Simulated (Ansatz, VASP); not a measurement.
## AlH3: VASP beside Ansatz

```
Al H
1.0
     4.24179    0.00000    0.00000
    -2.12089    3.67350    0.00000
    -2.12089    1.22450    3.76111
Al H
2 6
Cartesian
  0.0000 0.0000 0.0000
  0.0000 2.4490 1.8806
  0.5514 3.6735 2.8208
  -1.3362 2.3143 2.8208
  0.7847 1.3592 2.8208
  -0.5514 1.2245 0.9403
  1.3362 2.5837 0.9403
  -0.7847 3.5388 0.9403
```

Alike in both runs: task single point; functional r2SCAN; k mesh 8 × 8 × 8; occupations gaussian, width 0.0184 eV; no spin polarisation.

```csv
,VASP,Ansatz
version,VASP 6.6.1,Ansatz 0.2.0
potentials or method,"VASP PAW PBE potentials, release 64 (Al, H), cutoff 520 eV",PAW plane waves
valence electrons in the cell,12,12
```

Ansatz gave:

```
gap on the k mesh at the Fermi level (eV)                     : 4.02
pressure (GPa)                                                : 12.0
traceless stress, the component that is largest in VASP (GPa) : 0.23
rms of the force components (eV/Å)                            : 0.163
```

What did VASP give for the same quantities?

gap on the k mesh at the Fermi level (eV): 4.02; pressure (GPa): 11.5; traceless stress, the component that is largest in VASP (GPa): 0.22; rms of the force components (eV/Å): 0.160.

VASP's potentials were made for PBE, not for r2SCAN. Atom by atom the forces differ by 0.003 eV/Å (rms over components).
